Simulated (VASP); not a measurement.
A run of VASP 6.6.1 is set up as follows.

INCAR

```
ALGO = Normal
EDIFF = 1E-7
ENCUT = 520
GGA = PE
ISIF = 2
ISMEAR = 0
LASPH = T
LCHARG = F
LREAL = F
LWAVE = F
NBANDS = 15
NELM = 80
PREC = Accurate
SIGMA = 0.05
```

KPOINTS

```
k-points
0
Gamma
  6 6 6
```

Contents of POSCAR:

```
RbBr
1.0
    4.0251860190      0.0000000000      0.0000000000
    0.0000000000      4.0251860190      0.0000000000
    0.0000000000      0.0000000000      4.1929021031
Rb Br
1 1
Direct
   -0.0925781756      0.0000000000      0.0000000000
    0.5990244918      0.5000000000      0.5000000000
```

Potentials or basis: VASP PAW PBE potentials, release 64 (Rb_sv, Br).

Launch:

```console
$ cat potpaw_PBE.64/Rb_sv/POTCAR potpaw_PBE.64/Br/POTCAR > POTCAR
$ mpirun -np 1 vasp_std > vasp.out
```

Task: Predict the pressure.

Result: 4.6 GPa.

Task: Estimate the largest force.

Result: 0.767 eV/Å.

Task: Predict the band gap on the k mesh.

Result: 4.11 eV (least direct gap 4.29 eV).

Forces on the atoms (eV/Å):
```
Rb   0.767  0.000  0.000
Br  -0.767  0.000  0.000
```

Caveat: the cell differs from its parent crystal (atoms displaced along a vibrational mode, the cell strained); the cell stands under pressure. A k mesh can miss the band edges.
